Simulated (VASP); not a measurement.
Set up this calculation in VASP 6.6.1, as the native input.

```yaml
Task: single point
Functional: r2SCAN
Potentials_or_basis: VASP PAW PBE potentials, release 64 (Ti_sv, Al)
Cutoff: 520 eV
k_mesh: 16 × 16 × 16
Occupations: gaussian, width 0.15 eV
Spin: no spin polarisation
Dipole_correction: no
Further_INCAR_settings: ALGO = Normal; EDIFF = 1e-06; NBANDS = 14
```

Crystal: TiAl.

```xyz
2
Lattice="3.1791 0.0079 0.0000 0.0079 3.1791 0.0000 0.0000 0.0000 3.1791" Properties=species:S:1:pos:R:3 pbc="T T T"
Ti    0.0000    0.0000    0.0000
Al    1.5935    1.5935    1.5895
```

This cell differs from its parent crystal: strain +0.0050 x Voigt [0, 0, 0, 0, 0, 1].

These files were run (other wordings do the same):

POSCAR

```
TiAl
1.0
    3.1790640000      0.0079476600      0.0000000000
    0.0079476600      3.1790640000      0.0000000000
    0.0000000000      0.0000000000      3.1790640000
Ti Al
1 1
Direct
    0.0000000000      0.0000000000      0.0000000000
    0.5000000000      0.5000000000      0.5000000000
```

INCAR.step1

```
  PREC = Accurate
  ENCUT = 520
  ISMEAR = 0
  SIGMA = 0.15
  LREAL = F
  LASPH = T
  NELM = 80
  NBANDS = 14
  GGA = PE
  ALGO = Normal
  EDIFF = 1E-4
  LWAVE = T
  LCHARG = F
```

INCAR.step2

```
  PREC = Accurate
  ENCUT = 520
  EDIFF = 1E-6
  ISMEAR = 0
  SIGMA = 0.15
  LREAL = F
  LASPH = T
  NELM = 80
  ALGO = Normal
  ISIF = 2
  LWAVE = F
  LCHARG = F
  METAGGA = R2SCAN
  LMIXTAU = T
  NBANDS = 14
  ISTART = 1
```

KPOINTS

```
Automatic mesh
0
Gamma
  16 16 16
```

Potentials or basis: VASP PAW PBE potentials, release 64 (Ti_sv, Al).

Launch:

```sh
$ cat potpaw_PBE.64/Ti_sv/POTCAR potpaw_PBE.64/Al/POTCAR > POTCAR
$ cp INCAR.step1 INCAR
$ mpirun -np 1 vasp_std > vasp.out
$ cp INCAR.step2 INCAR
$ mpirun -np 1 vasp_std > vasp.out
```

It gave:

The pressure is -0.7 GPa and the band gap on the k mesh is zero (an odd number of electrons rules out a gap without spin polarisation).

Caveat: the cell differs from its parent crystal (strain +0.0050 x Voigt [0, 0, 0, 0, 0, 1]); the PAW data sets were made with another functional, which shifts forces and pressure a little.

It took 3.5 min on 1 thread of Intel(R) Xeon(R) 6975P-C (Granite Rapids) (shared host), peak memory 0.4 GiB.
